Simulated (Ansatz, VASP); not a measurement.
HfB2 in VASP and in Ansatz

INCAR

```
SYSTEM = HfB2
PREC = Accurate ; ENCUT = 600
EDIFF = 1E-6 ; ISMEAR = -1
SIGMA = 0.15 ; LREAL = .False.
LASPH = .True. ; NELM = 100
ALGO = Normal ; ISIF = 3
LWAVE = .False. ; LCHARG = .False.
GGA = PE ; IBRION = 2
NSW = 80 ; EDIFFG = -0.001
```

The input KPOINTS:

```
regular mesh
0
Gamma
  15 15 12
  0 0 0
```

Contents of POSCAR:

```
HfB2
1.0
    3.1450434679      0.0000000000      0.0000000000
   -1.5725217339      2.7236875392      0.0000000000
    0.0000000000      0.0000000000      3.4874273559
Hf B
1 2
Direct
    0.0000000000      0.0000000000      0.0000000000
    0.3333333333      0.6666666667      0.5000000000
    0.6666666667      0.3333333333      0.5000000000
```

Input for Ansatz:

```yaml
crystal:
  lattice:
    - [3.1450434679, 0.0, 0.0]
    - [-1.5725217339, 2.7236875392, 0.0]
    - [0.0, 0.0, 3.4874273559]
  atoms:
    - { symbol: Hf, position: [0.0, 0.0, 0.0] }
    - { symbol: B, position: [0.3333333333, 0.6666666667, 0.5] }
    - { symbol: B, position: [0.6666666667, 0.3333333333, 0.5] }
basis:
  ecutwfc: 420
kpoints:
  mp_grid: { grid: [15, 15, 12] }
hamiltonian:
  xc: pbe
  pseudopotentials: { kind: paw, azcp: { folder: soft_1 } }
scf:
  occupations: { method: fermi_dirac, width: 0.15 }
output:
  forces: true
  stress: true
  eigenvalues: true
relax:
  adjacent_minimum: "off"
  f_tol: 0.001
  max_steps: 60
  cell: { stress_tol: 0.01 }
```

Alike in both runs: task relaxation of cell and atoms; functional PBE; k mesh 15 × 15 × 12; occupations fermi-dirac, width 0.15 eV; no spin polarisation.

|  | VASP | Ansatz |
| --- | --- | --- |
| version | VASP 6.6.1 | Ansatz 0.2.0 |
| potentials or method | VASP PAW PBE potentials, release 64 (Hf_pv, B), cutoff 600 eV | scalar-relativistic, plane waves, PAW |
| valence electrons in the cell | 16 | 32 |

|  | VASP | Ansatz | Ansatz less VASP |
| --- | --- | --- | --- |
| gap on the k mesh at the Fermi level, each at its own relaxed structure (eV) | none | none | - |
| relaxed volume (Å³/atom) | 9.94 | 9.96 | +0.015 |
| relaxed cell length with the largest relative difference (Å) | 3.143 | 3.146 | +0.0022 |

A gap of «none» marks a metal or a gap that the smearing closes. VASP's potentials hold 16 valence electrons a cell and Ansatz's 32, so a difference there can come from the potentials and not from the codes.

Neither program's run includes spin-orbit coupling.
